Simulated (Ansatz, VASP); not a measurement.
## PbS: VASP beside Ansatz

File INCAR:

```
SYSTEM = PbS
PREC = Accurate
ENCUT = 520
EDIFF = 1E-7
ISMEAR = 0
SIGMA = 0.15
LREAL = .False.
LASPH = .True.
NELM = 80
ALGO = Normal
ISIF = 2
LWAVE = .False.
LCHARG = .False.
GGA = PE
IVDW = 12
NBANDS = 17
```

The input KPOINTS:

```
Automatic mesh
0
Gamma
  16 16 16
  0 0 0
```

File POSCAR:

```
PbS
1.0
    3.3856374351      0.0000000000      0.0000000000
    0.0000000000      3.3856374351      0.0000000000
    0.0000000000      0.0000000000      3.6017419522
Pb S
1 1
Direct
    0.0000000000      0.0000000000      0.0000000000
    0.5000000000      0.5000000000      0.5000000000
```

Input for Ansatz:

```yaml
crystal:
  lattice:
    - [3.3856374351, 0.0, 0.0]
    - [0.0, 3.3856374351, 0.0]
    - [0.0, 0.0, 3.6017419522]
  atoms:
    - { symbol: Pb, position: [0.0, 0.0, 0.0] }
    - { symbol: S, position: [0.5, 0.5, 0.5] }
basis:
  ecutwfc: 420
kpoints:
  mp_grid: { grid: [16, 16, 16] }
hamiltonian:
  xc: pbe
  dispersion: d3bj
scf:
  occupations: { method: gaussian, width: 0.15 }
output:
  forces: true
  stress: true
  eigenvalues: true
```

Change from the starting cell: strain -0.0600 x Voigt [1, 1, 0, 0, 0, 0], atoms carried along.

Alike in both runs: task single point; functional PBE; dispersion D3(BJ); k mesh 16 × 16 × 16; occupations gaussian, width 0.15 eV; no spin polarisation.

|  | VASP | Ansatz |
| --- | --- | --- |
| version | VASP 6.6.1 | Ansatz 0.2.0 |
| potentials or method | VASP PAW PBE potentials, release 64 (Pb_d, S), cutoff 520 eV | scalar-relativistic, plane waves, PAW |
| valence electrons in the cell | 20 | 20 |

```tsv
	VASP	Ansatz	Ansatz less VASP
gap on the k mesh at the Fermi level (eV)	none	none	-
pressure (GPa)	9.6	9.6	+0.08
traceless stress, the component that is largest in VASP (GPa)	-4.32	-4.32	-0.003
```

A gap of «none» marks a metal or a gap that the smearing closes.

Spin-orbit coupling is off throughout.
